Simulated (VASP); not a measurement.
# VTe4Mo: single point with PBE

The system is VTe4Mo.

```
V Te Mo
1.0
     3.57948    0.00000    0.00000
    -1.78974    3.09992    0.00000
     0.00000    0.00000   15.06343
V Te Mo
1 4 1
Cartesian
  1.7897 1.0333 7.5317
  0.0000 2.0666 5.7734
  1.7897 1.0333 13.2636
  0.0000 2.0666 9.2901
  1.7897 1.0333 1.7998
  0.0000 2.0666 0.0000
```

- Program: VASP 6.6.1
- Task: single point
- Functional: PBE
- Potentials or basis: VASP PAW PBE potentials, release 64 (V_sv, Te, Mo_sv)
- Cutoff: 520 eV
- k mesh: 6 × 6 × 1
- Occupations: gaussian, width 0.1 eV
- Spin: collinear spin, ferromagnetic start
- Starting moments: [1.1, 0.0, 0.0, 0.0, 0.0, 0.0] μB
- Dipole correction: no
- Further INCAR settings: ALGO = Normal; EDIFF = 1e-06; NBANDS = 38

```
Pressure                                              : 0.1 GPa
Largest force                                         : 0.015 eV/Å
Band gap on the k mesh                                : 0.14 eV (least direct gap 0.44 eV)
Net moment                                            : 0.98 μB per cell
Site moments                                          : V +1.01; Te -0.07, -0.00 (each value once); Mo -0.00 μB
Valence electrons inside the program's atomic spheres : V 11.43; Te 3.41; Mo 12.34
```

Forces on the atoms (eV/Å):
```
V    0.000  0.000  0.000
Te   0.000  0.000  0.014
Te   0.000  0.000 -0.015
Te   0.000  0.000 -0.014
Te   0.000  0.000  0.015
Mo   0.000  0.000  0.000
```

Stress tensor (GPa, compression positive):
```
0.08 0.00 0.00
0.00 0.08 0.00
0.00 0.00 0.26
```

Levels at points of the mesh, in eV from the valence-band top:
Spin up:
```tsv
k point	band 23	band 24	band 25	band 26	band 27	band 28	band 29	band 30
(0.00, 0.00, 0.00)	-0.56	-0.48	-0.48	-0.02	2.91	2.91	2.92	2.92
(0.50, 0.00, 0.00)	-0.75	-0.69	-0.44	-0.36	0.75	0.88	1.32	1.66
```
Spin down:
| k point | band 23 | band 24 | band 25 | band 26 | band 27 | band 28 |
| --- | --- | --- | --- | --- | --- | --- |
| (0.00, 0.00, 0.00) | -0.41 | -0.05 | -0.05 | 0.88 | 2.94 | 2.94 |
| (0.50, 0.00, 0.00) | -0.74 | -0.42 | -0.30 | 0.14 | 1.32 | 1.65 |

It took 2 min on 1 thread of Intel(R) Xeon(R) Platinum 8488C (Sapphire Rapids), on a shared host, peak memory 0.38 GiB.

Caveat: spin-orbit coupling is left out, which moves the levels of the heavy elements; an odd mesh through Γ misses points on the zone boundary, where band edges can lie; this functional lacks dispersion, which binds the layers, so the pressure and a relaxed spacing across them are unreliable.
